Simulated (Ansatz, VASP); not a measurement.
## InSe in VASP and in Ansatz

The input INCAR:

```
ALGO = Normal
DIPOL = 0.5 0.5 0.500
EDIFF = 1E-7
EDIFFG = -0.04
ENCUT = 450
GGA = PE
GGA_COMPAT = F
IBRION = 2
IDIPOL = 3
ISIF = 2
ISMEAR = 0
IVDW = 12
LASPH = T
LCHARG = F
LDIPOL = T
LREAL = F
LWAVE = F
NELM = 120
NELMDL = -8
NELMIN = 4
NSW = 60
PREC = Accurate
SIGMA = 0.05
```

The input KPOINTS:

```
k-points
0
Gamma
  9 9 1
```

The input POSCAR:

```
InSe
1.0
    4.0309630959      0.0000000029      0.0000000000
   -2.0154815504      3.4909164413      0.0000000000
    0.0000000000      0.0000000000     22.3829850064
Se In
2 2
Direct
    0.3333333333      0.6666666667      0.3797527451
    0.3333333333      0.6666666667      0.6202472549
    0.6666666667      0.3333333333      0.4375632728
    0.6666666667      0.3333333333      0.5624370011
```

Input for Ansatz:

```yaml
crystal:
  lattice:
    - [4.0309630959, 2.9e-09, 0.0]
    - [-2.0154815504, 3.4909164413, 0.0]
    - [0.0, 0.0, 22.3829850064]
  atoms:
    - { symbol: Se, position: [0.3333333333, 0.6666666667, 0.3797527451] }
    - { symbol: In, position: [0.6666666667, 0.3333333333, 0.4375632728] }
    - { symbol: In, position: [0.6666666667, 0.3333333333, 0.5624370011] }
    - { symbol: Se, position: [0.3333333333, 0.6666666667, 0.6202472549] }
basis:
  ecutwfc: 420.0
  fft_grid_basis: typed
kpoints:
  mp_grid: { grid: [9, 9, 1] }
hamiltonian:
  xc: pbe
  dispersion: d3bj
scf:
  occupations: { method: gaussian, width: 0.05 }
output:
  forces: true
  eigenvalues: true
efield:
  axis: 3
  dipole_correction: true
  ramp_width: 0.04
relax:
  adjacent_minimum: "off"
  f_tol: 0.04
  max_steps: 40
```

Alike in both runs: task relaxation of the atoms; functional PBE; dispersion D3(BJ); k mesh 9 × 9 × 1; occupations gaussian, width 0.05 eV; no spin polarisation.

```csv
,VASP,Ansatz
version,VASP 6.6.1,Ansatz 0.2.0
potentials or method,"VASP PAW PBE potentials, release 64 (Se, In_d), cutoff 450 eV","scalar-relativistic, plane waves, PAW"
valence electrons in the cell,38,58
```

Ansatz gave:

```
gap on the k mesh at the Fermi level, each at its own relaxed structure (eV) : 1.62
```

Question: Which values does VASP return?

Answer: gap on the k mesh at the Fermi level, each at its own relaxed structure (eV): 1.61.

VASP's potentials hold 38 valence electrons a cell and Ansatz's 58, so a difference there can come from the potentials and not from the codes.

Noted on VASP's run: the relaxation stopped at its first step, so nothing moved.
